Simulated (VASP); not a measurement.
# Mo (I4/mmm) in VASP: single point with r2SCAN

Aim: the single point of Mo with r2SCAN.

Program: VASP 6.6.1. These are calculated values, not measurements. Logs are shortened: lines on timing, memory, paths and dates and some standing lists are left out, and cuts for length are marked.

### Step 1. The cell of the first run

Symmetry: I4/mmm, No. 139, tetragonal system. The conventional cell has a = 2.745 Å, b = 2.745 Å, c = 4.117 Å, α = 90.00°, β = 90.00°, γ = 90.00°. Within 3.6 Å of Mo (site symmetry 4/mmm) lie 12 Mo at 2.74 to 2.83 Å.

### Step 2. Single point, r2SCAN

Contents of POSCAR:

```
Mo
1.0
   -1.3723949101      1.3723949101      2.0585923652
    1.3723949101     -1.3723949101      2.0585923652
    1.3723949101      1.3723949101     -2.0585923652
Mo
1
Direct
    0.0000000000      0.0000000000      0.0000000000
```

Contents of INCAR.step1:

```
SYSTEM = Mo
ALGO = Normal ; EDIFF = 1E-4
ENCUT = 520 ; GGA = PE
ISMEAR = 0 ; LASPH = .TRUE.
LCHARG = .FALSE. ; LREAL = .FALSE.
LWAVE = .TRUE. ; NBANDS = 13
NELM = 60 ; PREC = Accurate
SIGMA = 0.15
```

Contents of INCAR.step2:

```
SYSTEM = Mo
ALGO = Normal ; EDIFF = 1E-7
ENCUT = 520 ; ISIF = 2
ISMEAR = 0 ; ISTART = 1
LASPH = .TRUE. ; LCHARG = .TRUE.
LELF = .TRUE. ; LMIXTAU = .TRUE.
LREAL = .FALSE. ; LVHAR = .TRUE.
LWAVE = .FALSE. ; METAGGA = R2SCAN
NBANDS = 13 ; NELM = 60
PREC = Accurate ; SIGMA = 0.15
```

Contents of KPOINTS:

```
k-points
0
G
  24 24 24
  0 0 0
```

Potentials or basis: VASP PAW PBE potentials, release 64 (Mo_sv).

Started as:

```bash
cat potpaw_PBE.64/Mo_sv/POTCAR > POTCAR
cp INCAR.step1 INCAR
mpirun -np 1 vasp_std > vasp.out
cp INCAR.step2 INCAR
mpirun -np 1 vasp_std > vasp.out
```

OUTCAR:

```text
SYSTEM = Mo
   EDIFF = 1E-7
   ENCUT = 520
   ISIF = 2
   ISMEAR = 0
   ISTART = 1
   LASPH = .TRUE.
   LREAL = .FALSE.
   METAGGA = R2SCAN
   NELM = 60
   PREC = Accurate

 ion  position               nearest neighbor table
   1  0.000  0.000  0.000-

  LATTYP: Found a body centered tetragonal cell.
 ALAT       =     2.7447898202
 C/A-ratio  =     1.5000000000

  Lattice vectors:

 A1 = (  -1.3723949101,   1.3723949101,   2.0585923652)
 A2 = (   1.3723949101,  -1.3723949101,   2.0585923652)
 A3 = (   1.3723949101,   1.3723949101,  -2.0585923652)

Analysis of symmetry for initial positions (statically):
=====================================================================
 Subroutine PRICEL returns:
 Original cell was already a primitive cell.

 Routine SETGRP: Setting up the symmetry group for a
 body centered tetragonal supercell.

 Subroutine GETGRP returns: Found 16 space group operations
 (whereof 16 operations were pure point group operations)
 out of a pool of 16 trial point group operations.

The static configuration has the point symmetry D_4h.

Analysis of symmetry for dynamics (positions and initial velocities):
=====================================================================
 Subroutine PRICEL returns:
 Original cell was already a primitive cell.

 Routine SETGRP: Setting up the symmetry group for a
 body centered tetragonal supercell.

 Subroutine GETGRP returns: Found 16 space group operations
 (whereof 16 operations were pure point group operations)
 out of a pool of 16 trial point group operations.

The dynamic configuration has the point symmetry D_4h.

 Subroutine INISYM returns: Found 16 space group operations
 (whereof 16 operations are pure point group operations),
 and found     1 'primitive' translations

----------------------------------------------------------------------------------------

                                     Primitive cell

  volume of cell :      15.5092

  direct lattice vectors                    reciprocal lattice vectors
    -1.372394910  1.372394910  2.058592365     0.000000000  0.364326621  0.242884414
     1.372394910 -1.372394910  2.058592365     0.364326621  0.000000000  0.242884414
     1.372394910  1.372394910 -2.058592365     0.364326621  0.364326621  0.000000000

  length of vectors
     2.829264587  2.829264587  2.829264587     0.437866104  0.437866104  0.515235648

[... 78 lines left out ...]
   EDIFF  = 0.1E-06   stopping-criterion for ELM
   LREAL  =      F    real-space projection
   EDIFFG = 0.1E-05   stopping-criterion for IOM
   NSW    =      0    number of steps for IOM
   IBRION =     -1    ionic relax: 0-MD 1-quasi-New 2-CG
   NFREE  =      0    steps in history (QN), initial steepest desc. (CG)
   ISIF   =      2    stress and relaxation
   ISYM   =      2    0-nonsym 1-usesym 2-fastsym
   POTIM  = 0.5000    time-step for ionic-motion
   TEBEG  =    0.0;   TEEND  =   0.0 temperature during run
   PSTRESS=    0.0 pullay stress
   NELECT =      14.0000    total number of electrons
   NUPDOWN=      -1.0000    fix difference up-down
   EMIN   =  10.00;   EMAX   =-10.00  energy-range for DOS
   EFERMI =   0.00;   METHOD = LEGACY
   ISMEAR =     0;   SIGMA  =   0.15  broadening in eV -4-tet -1-fermi 0-gaus
   EFERMI_NEDOS =   21; number of points for ismear=-14 and -15
   IALGO  =     38    algorithm
   IMIX   =      4    mixing-type and parameters
     AMIX     =   0.40;   BMIX     =  1.00
     AMIX_MAG =   1.60;   BMIX_MAG =  1.00
  volume/ion in A,a.u.               =      15.51       104.66
  Fermi-wavevector in a.u.,A,eV,Ry     =   1.582176  2.989878 34.059184  2.503279
  Thomas-Fermi vector in A             =   2.682139
   LORBIT       =      0    0 simple, 1 ext, 2 COOP (PROOUT), +10 PAW based schemes
   METAGGA = R2SCAN    functional components
   LHFCALC =     F    Hartree Fock is set to
   AEXX    =    0.0000 exact exchange contribution
   IVDW    =     0    specifies the selected vdW correction
   LEPSILON=     F    determine dielectric tensor
   LRPA    =     F    only Hartree local field effects (RPA)
 non-spin polarized calculation
 Gauss-broadening in eV      SIGMA  =   0.15
  energy-cutoff  :      520.00
  volume of cell :       15.51
 maximum number of plane-waves:       431
 NGX is ok and might be reduce to    24
   NGX = 11   NGY = 11   NGZ = 11

 number of electron      13.9999999 magnetization

 Free energy of the ion-electron system (eV)
  ---------------------------------------------------
  ext. energy  EPLUGINS =         0.00000000
  ---------------------------------------------------
  free energy    TOTEN  =       -25.61687671 eV

  energy without entropy =      -25.60336964  energy(sigma->0) =      -25.61012317

 E-fermi :  12.3307     XC(G=0): -14.6635

 val. band max:       12.3284238487   @ k =   0.2083   0.0417   0.0000
 cond. band min:      12.3324513846   @ k =  -0.2083   0.0833  -0.0000
 fundamental gap:      0.0040275360
 Fermi energy:        12.3307190376

 k-point     1 :       0.0000    0.0000    0.0000
  band No.  band energies     occupation
      1     -50.4065      2.00000
      2     -22.9263      2.00000
      3     -22.8605      2.00000
      4     -22.8605      2.00000
      5       5.0135      2.00000
      6      10.8964      2.00000
      7      11.7526      2.00000
      8      11.7526      2.00000
      9      13.8809      0.00000
     10      15.0443      0.00000
     11      25.9072      0.00000
     12      30.3720      0.00000
     13      32.5227      0.00000
[... 354 lines left out ...]
  band No.  band energies     occupation
      1     -50.1205      2.00000
      2     -24.4181      2.00000
      3     -23.1689      2.00000
      4     -23.0174      2.00000
      5       7.2698      2.00000
      6      10.9087      2.00000
      7      11.7040      2.00000
      8      13.5994      0.00000
      9      16.5387      0.00000
     10      16.9004      0.00000
     11      24.4421      0.00000
     12      25.8422      0.00000
     13      32.5395      0.00000

 [... further k-points ...]
[... 5 lines left out ...]
  --------------------------------------------------------------------------------------
  -------------------------------------------------------------------------------------
  Total        0.3495346      0.3495346      1.3757672      0.0000000     -0.0000000      0.0000000
  in kB       36.1087271     36.1087271    142.1238525      0.0000000     -0.0000000      0.0000000
  external PRESSURE =      71.4471023 kB  Pullay stress =       0.0000000 kB

 VOLUME and BASIS-vectors are now :
 -----------------------------------------------------------------------------
  energy-cutoff  :      520.00
  volume of cell :       15.51
      direct lattice vectors                 reciprocal lattice vectors
    -1.372394910  1.372394910  2.058592365     0.000000000  0.364326621  0.242884414
     1.372394910 -1.372394910  2.058592365     0.364326621  0.000000000  0.242884414
     1.372394910  1.372394910 -2.058592365     0.364326621  0.364326621  0.000000000

 POSITION                                       TOTAL-FORCE (eV/Angst)
 -----------------------------------------------------------------------------------
      0.00000      0.00000      0.00000         0.000000     -0.000000      0.000000
 -----------------------------------------------------------------------------------
    total drift:                               -0.000000      0.000000      0.000000

  FREE ENERGIE OF THE ION-ELECTRON SYSTEM (eV)
  ---------------------------------------------------
  free  energy   TOTEN  =       -25.6168767090 eV

  energy  without entropy=      -25.6033696391  energy(sigma->0) =      -25.61012317
```

Wall time 42 min (1 thread of Intel Xeon 8259CL, shared host); peak memory 0.29 GiB.

Results:

| Quantity | Value |
| --- | --- |
| Free energy | -25.6169 eV |
| Pressure | 7.1 GPa |
| Band gap on the k mesh | zero (bands 7 and 8 overlap by 4.85 eV) |

Caveat: the stress differs along the axes, from 4 to 14 GPa; the PAW data sets were made with another functional, which shifts forces and pressure a little.
